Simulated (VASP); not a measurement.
# Rh (P6_3/mmc) in VASP: settings compared

Aim: see how the results for Rh move with the level of theory and the settings. Levels: r2SCAN, r2SCAN+U. Tasks: single point.

Program: VASP 6.6.1. These are calculated values, not measurements. Logs are shortened: lines on timing, memory, paths and dates and some standing lists are left out, and cuts for length are marked.

## (1) The cell of the first run

It takes space group P6_3/mmc (No. 194, hexagonal). The conventional cell has a = 2.688 Å, b = 2.688 Å, c = 4.247 Å, α = 90.00°, β = 90.00°, γ = 120.00°. Within 3.5 Å of Rh (site symmetry -6m2) lie 12 Rh at 2.63 to 2.69 Å.

## (2) Single point, r2SCAN

Input file POSCAR:

```
Rh
1.0
    1.3441500000      2.3281360000      0.0000000000
   -1.3441500000      2.3281360000      0.0000000000
    0.0000000000      0.0000000000      4.2473390000
Rh
2
Direct
    0.3333300000      0.3333400000      0.2500000000
    0.6666600000      0.6666700000      0.7500000000
```

Input file INCAR.step1:

```
PREC     = Accurate       # precision mode
ENCUT    = 520            # plane-wave cutoff, eV
ISMEAR   = -1             # smearing method
SIGMA    = 0.1            # smearing width, eV
LREAL    = False          # projectors in reciprocal space
LASPH    = True           # aspherical terms in the spheres
NELM     = 100            # most SCF steps
NBANDS   = 22             # bands
GGA      = PE             # functional
ALGO     = Normal         # electronic algorithm
EDIFF    = 1E-4           # SCF threshold, eV
LWAVE    = True           # write WAVECAR
LCHARG   = False          # write CHGCAR
```

Input file INCAR.step2:

```
PREC     = Accurate       # precision mode
ENCUT    = 520            # plane-wave cutoff, eV
EDIFF    = 1E-7           # SCF threshold, eV
ISMEAR   = -1             # smearing method
SIGMA    = 0.1            # smearing width, eV
LREAL    = False          # projectors in reciprocal space
LASPH    = True           # aspherical terms in the spheres
NELM     = 100            # most SCF steps
ALGO     = Normal         # electronic algorithm
ISIF     = 2              # what is computed and relaxed
LWAVE    = False          # write WAVECAR
LCHARG   = False          # write CHGCAR
METAGGA  = R2SCAN         # meta-GGA
LMIXTAU  = True         
NBANDS   = 22             # bands
ISTART   = 1
```

Input file KPOINTS:

```
Automatic mesh
0
Gamma
  8 8 4
```

Potentials or basis: VASP PAW PBE potentials, release 64 (Rh_pv).

Started as:

```console
$ cat potpaw_PBE.64/Rh_pv/POTCAR > POTCAR
$ cp INCAR.step1 INCAR
$ mpirun -np 1 vasp_std > vasp.out
$ cp INCAR.step2 INCAR
$ mpirun -np 1 vasp_std > vasp.out
```

OUTCAR:

```text
PREC = Accurate
   ENCUT = 520
   EDIFF = 1E-7
   ISMEAR = -1
   LREAL = False
   LASPH = True
   NELM = 100
   ISIF = 2
   METAGGA = R2SCAN
   ISTART = 1

 ion  position               nearest neighbor table
   1  0.333  0.333  0.250-   2 2.63   2 2.63   2 2.63   2 2.63   2 2.63   2 2.63
   2  0.667  0.667  0.750-   1 2.63   1 2.63   1 2.63   1 2.63   1 2.63   1 2.63

  LATTYP: Found a hexagonal cell.
 ALAT       =     2.6882999195
 C/A-ratio  =     1.5799349504

  Lattice vectors:

 A1 = (   1.3441500000,  -2.3281360000,   0.0000000000)
 A2 = (   1.3441500000,   2.3281360000,   0.0000000000)
 A3 = (   0.0000000000,   0.0000000000,   4.2473390000)

Analysis of symmetry for initial positions (statically):
=====================================================================
 Subroutine PRICEL returns:
 Original cell was already a primitive cell.

 Routine SETGRP: Setting up the symmetry group for a
 hexagonal supercell.

 Subroutine GETGRP returns: Found  8 space group operations
 (whereof  2 operations were pure point group operations)
 out of a pool of 24 trial point group operations.

The static configuration has the point symmetry C_2 .
 The point group associated with its full space group is D_2h.

Analysis of symmetry for dynamics (positions and initial velocities):
=====================================================================
 Subroutine PRICEL returns:
 Original cell was already a primitive cell.

 Routine SETGRP: Setting up the symmetry group for a
 hexagonal supercell.

 Subroutine GETGRP returns: Found  8 space group operations
 (whereof  2 operations were pure point group operations)
 out of a pool of 24 trial point group operations.

The dynamic configuration has the point symmetry C_2 .
 The point group associated with its full space group is D_2h.

 Subroutine INISYM returns: Found  8 space group operations
 (whereof  2 operations are pure point group operations),
 and found     1 'primitive' translations

----------------------------------------------------------------------------------------

                                     Primitive cell

[... 74 lines left out ...]
   total plane-waves  NPLWV =  12800
   dimension x,y,z NGX =    20 NGY =   20 NGZ =   32
   dimension x,y,z NGXF=    40 NGYF=   40 NGZF=   64
   ions per type =               2
   NGX,Y,Z   is equivalent  to a cutoff of  12.37, 12.37, 12.53 a.u.
   NGXF,Y,Z  is equivalent  to a cutoff of  24.74, 24.74, 25.05 a.u.
 SYSTEM =  unknown system
   PREC   = accura    normal or accurate (medium, high low for compatibility)
   ISTART =      1    job   : 0-new  1-cont  2-samecut
   ICHARG =      0    charge: 1-file 2-atom 10-const
   ISPIN  =      1    spin polarized calculation?
   LNONCOLLINEAR =      F non collinear calculations
   LSORBIT =      F    spin-orbit coupling
   LASPH  =      T    aspherical Exc in radial PAW
   ENCUT  =  520.0 eV  38.22 Ry    6.18 a.u.   5.00  5.00  7.90*2*pi/ulx,y,z
   NELM   =    100;   NELMIN=  2; NELMDL=  0     # of ELM steps
   EDIFF  = 0.1E-06   stopping-criterion for ELM
   LREAL  =      F    real-space projection
   EDIFFG = 0.1E-05   stopping-criterion for IOM
   NSW    =      0    number of steps for IOM
   IBRION =     -1    ionic relax: 0-MD 1-quasi-New 2-CG
   NFREE  =      0    steps in history (QN), initial steepest desc. (CG)
   ISIF   =      2    stress and relaxation
   ISYM   =      2    0-nonsym 1-usesym 2-fastsym
   POTIM  = 0.5000    time-step for ionic-motion
   TEBEG  =    0.0;   TEEND  =   0.0 temperature during run
   PSTRESS=    0.0 pullay stress
   NELECT =      30.0000    total number of electrons
   NUPDOWN=      -1.0000    fix difference up-down
   EMIN   =  10.00;   EMAX   =-10.00  energy-range for DOS
   EFERMI =   0.00;   METHOD = LEGACY
   ISMEAR =    -1;   SIGMA  =   0.10  broadening in eV -4-tet -1-fermi 0-gaus
   EFERMI_NEDOS =   21; number of points for ismear=-14 and -15
   IALGO  =     38    algorithm
   IMIX   =      4    mixing-type and parameters
     AMIX     =   0.40;   BMIX     =  1.00
     AMIX_MAG =   1.60;   BMIX_MAG =  1.00
  volume/ion in A,a.u.               =      13.29        89.70
  Fermi-wavevector in a.u.,A,eV,Ry     =   1.704437  3.220919 39.526353  2.905105
  Thomas-Fermi vector in A             =   2.783841
   LORBIT       =      0    0 simple, 1 ext, 2 COOP (PROOUT), +10 PAW based schemes
   METAGGA = R2SCAN    functional components
   LHFCALC =     F    Hartree Fock is set to
   AEXX    =    0.0000 exact exchange contribution
   IVDW    =     0    specifies the selected vdW correction
   LEPSILON=     F    determine dielectric tensor
   LRPA    =     F    only Hartree local field effects (RPA)
 non-spin polarized calculation
  energy-cutoff  :      520.00
  volume of cell :       26.58
 maximum number of plane-waves:       729
   NGX =  9   NGY =  9   NGZ = 15

 number of electron      29.9999989 magnetization

 Free energy of the ion-electron system (eV)
  ---------------------------------------------------
  ext. energy  EPLUGINS =         0.00000000
  ---------------------------------------------------
  free energy    TOTEN  =       -48.17583737 eV

  energy without entropy =      -48.07701116  energy(sigma->0) =      -48.12642427

 E-fermi :  12.4822     XC(G=0): -15.4601

 val. band max:       12.4573429053   @ k =  -0.1250   0.3750   0.0000
 cond. band min:      12.4970502255   @ k =   0.5000   0.5000   0.2500
 fundamental gap:      0.0397073203
 Fermi energy:        12.4821623837

 k-point     1 :       0.0000    0.0000    0.0000
  band No.  band energies     occupation
      1     -36.4109      2.00000
      2     -35.6006      2.00000
      3     -35.6006      2.00000
      4     -35.4556      2.00000
      5     -35.4548      2.00000
      6     -35.4548      2.00000
[... 589 lines left out ...]
     21      29.7459      0.00000
     22      29.7468      0.00000

 [... further k-points ...]
[... 5 lines left out ...]
  --------------------------------------------------------------------------------------
  -------------------------------------------------------------------------------------
  Total        1.8244600      1.8244714      2.7601843     -0.0000000      0.0000000      0.0000000
  in kB      109.9618201    109.9625106    166.3587571     -0.0000000      0.0000000      0.0000000
  external PRESSURE =     128.7610293 kB  Pullay stress =       0.0000000 kB

 VOLUME and BASIS-vectors are now :
 -----------------------------------------------------------------------------
  energy-cutoff  :      520.00
  volume of cell :       26.58
      direct lattice vectors                 reciprocal lattice vectors
     1.344150000  2.328136000  0.000000000     0.371982294  0.214764086  0.000000000
    -1.344150000  2.328136000  0.000000000    -0.371982294  0.214764086  0.000000000
     0.000000000  0.000000000  4.247339000     0.000000000  0.000000000  0.235441532

 POSITION                                       TOTAL-FORCE (eV/Angst)
 -----------------------------------------------------------------------------------
     -0.00001      1.55210      1.06183         0.000000     -0.000070      0.000000
     -0.00001      3.10417      3.18550         0.000000      0.000070      0.000000
 -----------------------------------------------------------------------------------
    total drift:                                0.000000      0.000000     -0.000000

  FREE ENERGIE OF THE ION-ELECTRON SYSTEM (eV)
  ---------------------------------------------------
  free  energy   TOTEN  =       -48.1758373741 eV

  energy  without entropy=      -48.0770111576  energy(sigma->0) =      -48.12642427
```

Run time: 84 s. Hardware: 1 thread of Intel Xeon Platinum 8259CL at 2.50GHz (Skylake/Cascade Lake), shared host; peak memory 0.16 GiB.

What came out:

```
Free energy            : -48.1758 eV
Pressure               : 12.9 GPa
Band gap on the k mesh : zero (band 15 reaches 13.20 eV, above the bottom of band 16 at 10.93 eV)
```

Stress tensor (GPa, compression positive):
```
11.00  0.00  0.00
 0.00 11.00  0.00
 0.00  0.00 16.64
```

Levels at points of the mesh, in eV from the Fermi level:
```
           k point  band 13  band 14  band 15  band 16  band 17  band 18
(0.00, 0.00, 0.00)    -2.72    -2.29    -2.29     0.13     0.13     1.10
(0.50, 0.00, 0.00)    -2.33     0.33     0.72     0.77     3.25     5.53
(0.50, 0.50, 0.00)    -2.33     0.33     0.72     0.77     3.25     5.53
(0.00, 0.00, 0.50)    -3.36    -3.36    -0.48    -0.48    -0.48    -0.48
(0.50, 0.00, 0.50)    -0.34    -0.34     0.57     0.57     2.90     2.90
(0.50, 0.50, 0.50)    -0.34    -0.34     0.57     0.57     2.90     2.90
```

Caveat: the k points lie up to 0.37 Å⁻¹ apart; the PAW data sets were made with another functional, which shifts forces and pressure a little.

## (3) Single point, r2SCAN

POSCAR is that of step 2.

Input file INCAR.step1:

```
SYSTEM = Rh
ALGO     = Normal         ! electronic algorithm
EDIFF    = 1E-4           ! SCF threshold, eV
ENCUT    = 520            ! plane-wave cutoff, eV
GGA      = PE             ! functional
ISMEAR   = 0              ! smearing method
LASPH    = .TRUE.         ! aspherical terms in the spheres
LCHARG   = .FALSE.        ! write CHGCAR
LREAL    = .FALSE.        ! projectors in reciprocal space
LWAVE    = .TRUE.         ! write WAVECAR
NBANDS   = 22             ! bands
NELM     = 60             ! most SCF steps
PREC     = Accurate       ! precision mode
SIGMA    = 0.15           ! smearing width, eV
```

Input file INCAR.step2:

```
SYSTEM = Rh
ALGO     = Normal         ! electronic algorithm
EDIFF    = 1E-6           ! SCF threshold, eV
ENCUT    = 520            ! plane-wave cutoff, eV
ISIF     = 2              ! what is computed and relaxed
ISMEAR   = 0              ! smearing method
ISTART   = 1            
LASPH    = .TRUE.         ! aspherical terms in the spheres
LCHARG   = .TRUE.         ! write CHGCAR
LELF     = .TRUE.         ! ELF
LMIXTAU  = .TRUE.       
LREAL    = .FALSE.        ! projectors in reciprocal space
LVHAR    = .TRUE.       
LWAVE    = .FALSE.        ! write WAVECAR
METAGGA  = R2SCAN         ! meta-GGA
NBANDS   = 22             ! bands
NELM     = 60             ! most SCF steps
PREC     = Accurate       ! precision mode
SIGMA    = 0.15           ! smearing width, eV
```

Input file KPOINTS:

```
k-points
0
G
  8 8 4
  0 0 0
```

Potentials or basis: VASP PAW PBE potentials, release 64 (Rh_pv).

Started as:

```console
$ cat potpaw_PBE.64/Rh_pv/POTCAR > POTCAR
$ cp INCAR.step1 INCAR
$ mpirun -np 1 vasp_std > vasp.out
$ cp INCAR.step2 INCAR
$ mpirun -np 1 vasp_std > vasp.out
```

Run time: 67 s. Hardware: 1 thread of Intel Xeon Platinum 8259CL at 2.50GHz (Skylake/Cascade Lake), shared host; peak memory 0.16 GiB.

Results (log left out):

- Free energy: -48.1430 eV
- Pressure: 12.7 GPa
- Band gap on the k mesh: zero (band 15 reaches 13.20 eV, above the bottom of band 16 at 10.92 eV)

Stress tensor (GPa, compression positive):
```
10.89  0.00  0.00
 0.00 10.89  0.00
 0.00  0.00 16.19
```

Levels at points of the mesh, in eV from the Fermi level:
| k point | band 12 | band 13 | band 14 | band 15 | band 16 | band 17 | band 18 | band 19 |
| --- | --- | --- | --- | --- | --- | --- | --- | --- |
| (0.00, 0.00, 0.00) | -2.73 | -2.73 | -2.29 | -2.29 | 0.13 | 0.13 | 1.10 | 9.78 |
| (0.50, 0.00, 0.00) | -2.39 | -2.34 | 0.33 | 0.71 | 0.76 | 3.24 | 5.53 | 11.22 |
| (0.50, 0.50, 0.00) | -2.39 | -2.34 | 0.33 | 0.71 | 0.76 | 3.24 | 5.53 | 11.22 |
| (0.00, 0.00, 0.50) | -3.53 | -3.37 | -3.37 | -0.49 | -0.49 | -0.49 | -0.49 | 15.77 |
| (0.50, 0.00, 0.50) | -1.94 | -0.35 | -0.35 | 0.57 | 0.57 | 2.90 | 2.90 | 10.11 |
| (0.50, 0.50, 0.50) | -1.94 | -0.35 | -0.35 | 0.57 | 0.57 | 2.90 | 2.90 | 10.11 |

Caveat: the k points lie up to 0.37 Å⁻¹ apart; the PAW data sets were made with another functional, which shifts forces and pressure a little.

(Part 1 of 2 ends here.)
